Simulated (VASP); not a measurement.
# MnO (P-6m2) in VASP: settings compared

The runs below take MnO through single point, with PBEsol-based screened hybrid with 25 % exact exchange, HF, PBE.

All numbers are computed with VASP 6.6.1; they aren't measurements. Logs are shortened: lines on timing, memory, paths and dates and some standing lists are left out, and cuts for length are marked.

## 1. The cell of the first run

The structure is hexagonal, space group P-6m2 (No. 187). The conventional cell has a = 3.006 Å, b = 3.006 Å, c = 2.766 Å, α = 90.00°, β = 90.00°, γ = 120.00°. Within 3.1 Å of Mn (site symmetry -6m2) lie 6 O at 2.22 Å and 8 Mn at 2.77 to 3.01 Å. Within 3.1 Å of O (site symmetry -6m2) lie 6 Mn at 2.22 Å and 8 O at 2.77 to 3.01 Å.

## 2. Single point, PBEsol-based screened hybrid with 25 % exact exchange, collinear spin, ferromagnetic start

Contents of POSCAR:

```
MnO
1.0
    3.0055135956      0.0000000029      0.0000000000
   -1.5027568003      2.6028511237      0.0000000000
    0.0000000000      0.0000000000      2.7658362144
Mn O
1 1
Direct
    0.0000000000      0.0000000000      0.0000000000
    0.6666666667      0.3333333333      0.5000000000
```

Contents of INCAR.step1:

```
SYSTEM = MnO
PREC = Accurate
ENCUT = 520
EDIFF = 1E-5
ISMEAR = -1
SIGMA = 0.05
LREAL = .False.
LASPH = .True.
NELM = 150
ALGO = Normal
ISIF = 2
LWAVE = .True.
LCHARG = .False.
ISPIN = 2
MAGMOM = 4 0
LORBIT = 11
LMAXMIX = 4
NBANDS = 20
GGA = PE
```

Contents of INCAR.step2:

```
SYSTEM = MnO
PREC = Accurate
ENCUT = 520
EDIFF = 1E-6
ISMEAR = -1
SIGMA = 0.05
LREAL = .False.
LASPH = .True.
NELM = 150
ALGO = Normal
ISIF = 2
LWAVE = .False.
LCHARG = .False.
ISPIN = 2
MAGMOM = 4 0
LORBIT = 11
LMAXMIX = 4
GGA = PS
LHFCALC = .True.
AEXX = 0.25
HFSCREEN = 0.207
PRECFOCK = Normal
NBANDS = 20
ISTART = 1
```

Contents of KPOINTS:

```
regular mesh
0
Gamma
  5 5 5
  0 0 0
```

Potentials or basis: VASP PAW PBE potentials, release 64 (Mn_pv, O).

Launch:

```sh
cat potpaw_PBE.64/Mn_pv/POTCAR potpaw_PBE.64/O/POTCAR > POTCAR
cp INCAR.step1 INCAR
mpirun -np 1 vasp_std > vasp.out
cp INCAR.step2 INCAR
mpirun -np 1 vasp_std > vasp.out
```

OUTCAR:

```text
SYSTEM = MnO
   PREC = Accurate
   ENCUT = 520
   EDIFF = 1E-6
   ISMEAR = -1
   LREAL = .False.
   LASPH = .True.
   NELM = 150
   ISIF = 2
   ISPIN = 2
   LORBIT = 11
   GGA = PS
   LHFCALC = .True.
   AEXX = 0.25
   HFSCREEN = 0.207
   PRECFOCK = Normal
   ISTART = 1

 ion  position               nearest neighbor table
   1  0.000  0.000  0.000-   2 2.22   2 2.22   2 2.22   2 2.22   2 2.22   2 2.22
   2  0.667  0.333  0.500-   1 2.22   1 2.22   1 2.22   1 2.22   1 2.22   1 2.22

  LATTYP: Found a hexagonal cell.
 ALAT       =     3.0055135956
 C/A-ratio  =     0.9202541018

  Lattice vectors:

 A1 = (   3.0055135956,   0.0000000029,   0.0000000000)
 A2 = (  -1.5027568003,   2.6028511237,   0.0000000000)
 A3 = (   0.0000000000,   0.0000000000,   2.7658362144)

Analysis of symmetry for initial positions (statically):
=====================================================================
 Subroutine PRICEL returns:
 Original cell was already a primitive cell.

 Routine SETGRP: Setting up the symmetry group for a
 hexagonal supercell.

 Subroutine GETGRP returns: Found 12 space group operations
 (whereof 12 operations were pure point group operations)
 out of a pool of 24 trial point group operations.

The static configuration has the point symmetry D_3h.

Analysis of symmetry for dynamics (positions and initial velocities):
=====================================================================
 Subroutine PRICEL returns:
 Original cell was already a primitive cell.

 Routine SETGRP: Setting up the symmetry group for a
 hexagonal supercell.

 Subroutine GETGRP returns: Found 12 space group operations
 (whereof 12 operations were pure point group operations)
 out of a pool of 24 trial point group operations.

The dynamic configuration has the point symmetry D_3h.

Analysis of structural, dynamic, and magnetic symmetry:
=====================================================================
 Subroutine PRICEL returns:
 Original cell was already a primitive cell.

 Routine SETGRP: Setting up the symmetry group for a
 hexagonal supercell.

 Subroutine GETGRP returns: Found 12 space group operations
 (whereof 12 operations were pure point group operations)
 out of a pool of 24 trial point group operations.

The overall configuration has the point symmetry D_3h.

 Subroutine INISYM returns: Found 12 space group operations
[... 113 lines left out ...]
   LHFCALC =     T    Hartree Fock is set to
   PRECFOCK=normal    Normal, Fast or Accurate (Low or Medium for compatibility)
   ENCUT4O =  -1.0   cutoff for four orbital integrals eV
   NKREDX  =     1    reduce k-point grid by
   NKREDY  =     1    reduce k-point grid by
   NKREDZ  =     1    reduce k-point grid by
   AEXX    =    0.2500 exact exchange contribution
   HFSCREEN=    0.2070 screening length (either q_TF or 0.3 A-1)
   HFSCREENC=   0.2070 screening length for correlation (either q_TF or 0.3 A-1)
   ENCUTFOCK=  -1.0 apply spherical cutoff to Coloumb kernel
   IVDW    =     0    specifies the selected vdW correction
   LEPSILON=     F    determine dielectric tensor
   LRPA    =     F    only Hartree local field effects (RPA)
 spin polarized calculation
  energy-cutoff  :      520.00
  volume of cell :       21.64
 maximum number of plane-waves:       599
 NGX is ok and might be reduce to    24
  NGX = 18; NGY = 18; NGZ = 16

 number of electron      18.9999997 magnetization       4.9984552

 Free energy of the ion-electron system (eV)
  ---------------------------------------------------
  ext. energy  EPLUGINS =         0.00000000
  ---------------------------------------------------
  free energy    TOTEN  =       -23.84787108 eV

  energy without entropy =      -23.84787089  energy(sigma->0) =      -23.84787099

 E-fermi :   6.5339     XC(G=0):  -9.8855

 val. band max:        5.8694950231   @ k =   0.4000   0.2000   0.0000
 cond. band min:       7.0812565782   @ k =   0.0000   0.0000   0.0000
 fundamental gap:      1.2117615551
 Fermi energy:         6.5339106061

 spin component 1

 k-point     1 :       0.0000    0.0000    0.0000
  band No.  band energies     occupation
      1     -47.5640      1.00000
      2     -47.5640      1.00000
      3     -47.4561      1.00000
      4     -15.2248      1.00000
      5       0.4694      1.00000
      6       0.4694      1.00000
[... 321 lines left out ...]
      6      -0.9828      1.00000
[... 12 lines left out ...]
     19      32.5442      0.00000
     20      37.2978      0.00000
 Fermi energy:         6.5339106061

 spin component 2

 k-point     1 :       0.0000    0.0000    0.0000
  band No.  band energies     occupation
      1     -40.9020      1.00000
      2     -40.9020      1.00000
      3     -40.7580      1.00000
      4     -14.6110      1.00000
      5       2.9099      1.00000
      6       2.9099      1.00000
[... 334 lines left out ...]
     19      34.4854      0.00000
     20      38.1723      0.00000

------------------------ aborting loop because EDIFF is reached ----------------------------------------

  FORCE on cell =-STRESS in cart. coord.  units (eV):
  Direction    XX          YY          ZZ          XY          YZ          ZX
  --------------------------------------------------------------------------------------
  -------------------------------------------------------------------------------------
  Total        0.0905919      0.0905919      0.1055283      0.0000000      0.0000000      0.0000000
  in kB        6.7081950      6.7081950      7.8142124      0.0000000      0.0000000      0.0000000
  external PRESSURE =       7.0768675 kB  Pullay stress =       0.0000000 kB

 VOLUME and BASIS-vectors are now :
 -----------------------------------------------------------------------------
  energy-cutoff  :      520.00
  volume of cell :       21.64
      direct lattice vectors                 reciprocal lattice vectors
     3.005513596  0.000000003  0.000000000     0.332721835  0.192097042  0.000000000
    -1.502756800  2.602851124  0.000000000    -0.000000000  0.384194083  0.000000000
     0.000000000  0.000000000  2.765836214     0.000000000  0.000000000  0.361554309

 POSITION                                       TOTAL-FORCE (eV/Angst)
 -----------------------------------------------------------------------------------
      0.00000      0.00000      0.00000        -0.000000     -0.000000      0.000000
      1.50276      0.86762      1.38292         0.000000      0.000000      0.000000
 -----------------------------------------------------------------------------------
    total drift:                                0.000000      0.000002     -0.000000

  FREE ENERGIE OF THE ION-ELECTRON SYSTEM (eV)
  ---------------------------------------------------
  free  energy   TOTEN  =       -23.8478710814 eV

  energy  without entropy=      -23.8478708912  energy(sigma->0) =      -23.84787099

 total charge

# of ion       s       p       d       tot
------------------------------------------
    1        0.211   6.197   4.947  11.355
    2        1.554   3.471   0.000   5.025
--------------------------------------------------
tot          1.765   9.667   4.947  16.380

 magnetization (x)

# of ion       s       p       d       tot
------------------------------------------
    1        0.023   0.032   4.497   4.552
    2        0.024   0.175   0.000   0.199
--------------------------------------------------
tot          0.047   0.207   4.497   4.751
```

OUTCAR.step1:

```text
SYSTEM = MnO
   PREC = Accurate
   ENCUT = 520
   EDIFF = 1E-5
   ISMEAR = -1
   LREAL = .False.
   LASPH = .True.
   NELM = 150
   ISIF = 2
   ISPIN = 2
   LORBIT = 11
   GGA = PE
[... 926 lines left out ...]

 total charge

# of ion       s       p       d       tot
------------------------------------------
    1        0.214   6.194   4.978  11.386
    2        1.563   3.415   0.000   4.978
--------------------------------------------------
tot          1.777   9.609   4.978  16.364

 magnetization (x)

# of ion       s       p       d       tot
------------------------------------------
    1        0.032   0.038   4.196   4.267
    2        0.028   0.181   0.000   0.209
--------------------------------------------------
tot          0.060   0.219   4.196   4.476
```

Wall time 24 min (1 thread of AMD EPYC 7R13 (Zen 3), shared host); peak memory 0.23 GiB.

Results:

```
Free energy                                           : -23.8479 eV
Pressure                                              : 0.7 GPa
Band gap on the k mesh                                : 1.21 eV (least direct gap 2.06 eV)
Net moment                                            : 5.00 μB per cell
Site moments                                          : Mn +4.55; O +0.20 μB
Valence electrons inside the program's atomic spheres : Mn 11.36; O 5.03
```

Caveat: the k points lie up to 0.48 Å⁻¹ apart; the PAW data sets were made with another functional, which shifts forces and pressure a little; a cell with one magnetic atom can't hold antiferromagnetic order, which such compounds often take. A k mesh can miss the band edges.

## 3. Single point, HF, collinear spin, ferromagnetic start

This run uses another cell than the first one, of 11.63 Å³/atom.

Contents of POSCAR:

```
MnO
1.0
    3.0871563268      0.0000000030      0.0000000000
   -1.5435781660      2.6735558029      0.0000000000
    0.0000000000      0.0000000000      2.8189165036
Mn O
1 1
Direct
    0.0000000000      0.0000000000      0.0000000000
    0.6666666667      0.3333333333      0.5000000000
```

Contents of INCAR.step1:

```
PREC = Accurate
ENCUT = 520
EDIFF = 1E-5
ISMEAR = -1
SIGMA = 0.05
LREAL = False
LASPH = True
NELM = 200
ALGO = Normal
ISIF = 2
LWAVE = True
ISPIN = 2
MAGMOM = 4 0
LORBIT = 11
LMAXMIX = 4
NBANDS = 22
GGA = PE
GGA_COMPAT = False
```

Contents of INCAR.step2:

```
PREC = Accurate
ENCUT = 520
EDIFF = 1E-6
ISMEAR = -1
SIGMA = 0.05
LREAL = False
LASPH = True
NELM = 200
ALGO = Normal
ISIF = 2
LWAVE = False
LCHARG = True
ISPIN = 2
MAGMOM = 4 0
LORBIT = 11
LMAXMIX = 4
GGA = PE
LHFCALC = True
AEXX = 1.0
ALDAC = 0.0
AGGAC = 0.0
PRECFOCK = Normal
LELF = True
LVHAR = True
NBANDS = 22
ISTART = 1
GGA_COMPAT = False
```

Contents of KPOINTS:

```
Automatic mesh
0
Gamma
  5 5 5
```

Potentials or basis: VASP PAW PBE potentials, release 64 (Mn_sv, O).

Launch:

```sh
cat potpaw_PBE.64/Mn_sv/POTCAR potpaw_PBE.64/O/POTCAR > POTCAR
cp INCAR.step1 INCAR
mpirun -np 1 vasp_std > vasp.out
cp INCAR.step2 INCAR
mpirun -np 1 vasp_std > vasp.out
```

Wall time 32 min (1 thread of Intel Xeon Platinum 8375C at 2.90GHz (Ice Lake), shared host); peak memory 0.16 GiB.

It converged, with:

```yaml
Free_energy: -52.0345 eV
Pressure: -1.7 GPa
Band_gap_on_the_k_mesh: 10.16 eV (least direct gap 10.97 eV)
Net_moment: 5.00 μB per cell
Site_moments: Mn +4.57; O +0.11 μB
Valence_electrons_inside_the_program's_atomic_spheres: Mn 12.78; O 5.14
```

Stress tensor (GPa, compression positive):
```
-1.75  0.00  0.00
 0.00 -1.75  0.00
 0.00  0.00 -1.59
```

Levels at points of the mesh, in eV from the valence-band top:
Spin up:
| k point | band 11 | band 12 | band 13 | band 14 | band 15 | band 16 |
| --- | --- | --- | --- | --- | --- | --- |
| (0.00, 0.00, 0.00) | -1.97 | -0.81 | -0.81 | 10.16 | 25.18 | 25.60 |
Spin down:
| k point | band 5 | band 6 | band 7 | band 8 | band 9 | band 10 | band 11 | band 12 |
| --- | --- | --- | --- | --- | --- | --- | --- | --- |
| (0.00, 0.00, 0.00) | -23.60 | -1.70 | -1.70 | -1.24 | 11.66 | 15.09 | 19.23 | 19.23 |

Caveat: the k points lie up to 0.47 Å⁻¹ apart; the PAW data sets were made with another functional, which shifts forces and pressure a little; a cell with one magnetic atom can't hold antiferromagnetic order, which such compounds often take. A k mesh can miss the band edges.

## 4. Single point, PBE, collinear spin, ferromagnetic start

This run uses another cell than the first one, of 11.73 Å³/atom.

Contents of INCAR:

```
SYSTEM = MnO
  PREC = Accurate
  ENCUT = 700
  EDIFF = 1E-6
  ISMEAR = -1
  SIGMA = 0.05
  LREAL = .False.
  LASPH = .True.
  NELM = 200
  ALGO = Normal
  ISIF = 2
  LWAVE = .False.
  LCHARG = .False.
  ISPIN = 2
  MAGMOM = 4 0
  LORBIT = 11
  LMAXMIX = 4
  GGA = PE
  NBANDS = 22
  GGA_COMPAT = .False.
```

Contents of KPOINTS:

```
Automatic mesh
0
Gamma
  10 10 9
  0 0 0
```

Contents of POSCAR:

```
MnO
1.0
    3.0277259098      0.0000000000      0.0000000000
   -1.5138629600      2.6220875493      0.0000000000
    0.0000000000      0.0000000000      2.9549104844
Mn O
1 1
Direct
    0.0000000000      0.0000000000      0.0000000000
    0.6666666667      0.3333333333      0.5000000000
```

Launch:

```sh
cat potpaw_PBE.64/Mn_sv/POTCAR potpaw_PBE.64/O/POTCAR > POTCAR
mpirun -np 1 vasp_std > vasp.out
```

It took 88 s on 1 thread of AMD EPYC 9R45 (Zen 5), shared host; peak memory 0.19 GiB.

Results (log left out):

```yaml
Free_energy: -16.0248 eV
Pressure: -6.7 GPa
Net_moment: 4.94 μB per cell
Site_moments: Mn +4.23; O +0.22 μB
Valence_electrons_inside_the_program's_atomic_spheres: Mn 12.78; O 4.94
```

Stress tensor (GPa, compression positive):
```
 -0.78   0.00   0.00
  0.00  -0.78   0.00
  0.00   0.00 -18.66
```

Levels at points of the mesh, in eV from the Fermi level:
Spin up:
```
           k point  band 10  band 11  band 12  band 13  band 14  band 15  band 16  band 17
(0.00, 0.00, 0.00)    -2.05    -2.05    -0.98    -0.98    -0.76    12.83    14.25    14.25
(0.50, 0.00, 0.00)    -2.20    -1.82    -1.76    -0.36     3.80     6.85    12.95    14.17
```
Spin down:
```tsv
k point	band 6	band 7	band 8	band 9	band 10	band 11
(0.00, 0.00, 0.00)	-2.97	-2.94	-2.94	-0.54	1.19	2.23
(0.50, 0.00, 0.00)	-6.18	-3.34	-2.99	-0.06	2.14	2.27
```

Caveat: the stress differs along the axes, from -19 to -1 GPa; a cell with one magnetic atom can't hold antiferromagnetic order, which such compounds often take; semilocal functionals often make such compounds metallic where correlation or magnetic order opens a gap, which also shifts bond lengths. With open d or f shells a metallic result of PBE can be an artefact of self-interaction; +U or a hybrid may open a gap.

## 5. Summary

| level | potentials or basis | cell | k mesh | cutoff (eV) | grid for exact exchange (PRECFOCK) | share of exact exchange | screening parameter | gap on the mesh (eV) | pressure (GPa) | moment (μB) |
| --- | --- | --- | --- | --- | --- | --- | --- | --- | --- | --- |
| PBEsol-based screened hybrid with 25 % exact exchange | VASP PAW PBE potentials, release 64 (Mn_pv, O) | a = 3.006, b = 3.006, c = 2.766 Å, angles 90.0, 90.0, 120.0°, 2 atoms | 5 × 5 × 5 | 520 | Normal | 0.25 | 0.207 1/Å | 1.21 | 0.7 | 5.00 |
| HF | VASP PAW PBE potentials, release 64 (Mn_sv, O) | a = 3.087, b = 3.087, c = 2.819 Å, angles 90.0, 90.0, 120.0°, 2 atoms | 5 × 5 × 5 | 520 | Normal | 1 | - | 10.16 | -1.7 | 5.00 |
| PBE | VASP PAW PBE potentials, release 64 (Mn_sv, O) | a = 3.028, b = 3.028, c = 2.955 Å, angles 90.0, 90.0, 120.0°, 2 atoms | 10 × 10 × 9 | 700 | - | - | - | none | -6.7 | 4.94 |

Alike in all rows: task single point; spin collinear, ferromagnetic start; smearing fermi-dirac 0.05 eV.

Caveats: some runs use coarse meshes; a cell with one magnetic atom can't hold antiferromagnetic order, which such compounds often take; the PAW data sets were made with another functional, which shifts forces and pressure a little (at least some runs); the stress differs along the axes, from -19 to -1 GPa (at least some runs); semilocal functionals often make such compounds metallic where correlation or magnetic order opens a gap, which also shifts bond lengths (at least some runs).

Absolute energies hang on the potentials; compare differences alone.
